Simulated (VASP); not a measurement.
TiO2, 6 atoms in the cell. The structure is tetragonal, space group P4_2nm (No. 102). The conventional cell has a = 4.640 Å, b = 4.640 Å, c = 3.006 Å, α = 90.00°, β = 90.00°, γ = 90.00°. Within 2.4 Å of Ti (site symmetry 2mm) lie 6 O at 1.82 to 2.13 Å. Within 2.4 Å of O (site symmetry m) lie 3 Ti at 1.82 to 2.13 Å.  This cell differs from its parent crystal: atoms displaced along a vibrational mode.

```yaml
Program: VASP 6.6.1
Task: single point
Functional: PBE
Potentials_or_basis: VASP PAW PBE potentials, release 64 (Ti_sv, O)
Cutoff: 520 eV
k_mesh: 6 × 6 × 10
Occupations: gaussian, width 0.05 eV
Spin: no spin polarisation
Hubbard_terms: Ti d U = 4.0 eV
Dipole_correction: no
Further_INCAR_settings: ALGO = Normal; EDIFF = 1e-06; NBANDS = 33
```

Potentials or basis: VASP PAW PBE potentials, release 64 (Ti_sv, O).

Command:

```console
$ cat potpaw_PBE.64/Ti_sv/POTCAR potpaw_PBE.64/O/POTCAR > POTCAR
$ mpirun -np 1 vasp_std > vasp.out
```

Hardware: 1 thread of Intel Xeon 8259CL, with other jobs on the host.

Q: Estimate the wall time of this run.

A: Wall time 3.5 min on 1 thread of Intel Xeon 8259CL (shared host), peak memory 0.24 GiB. Counts: scf iterations 16, k points 60.
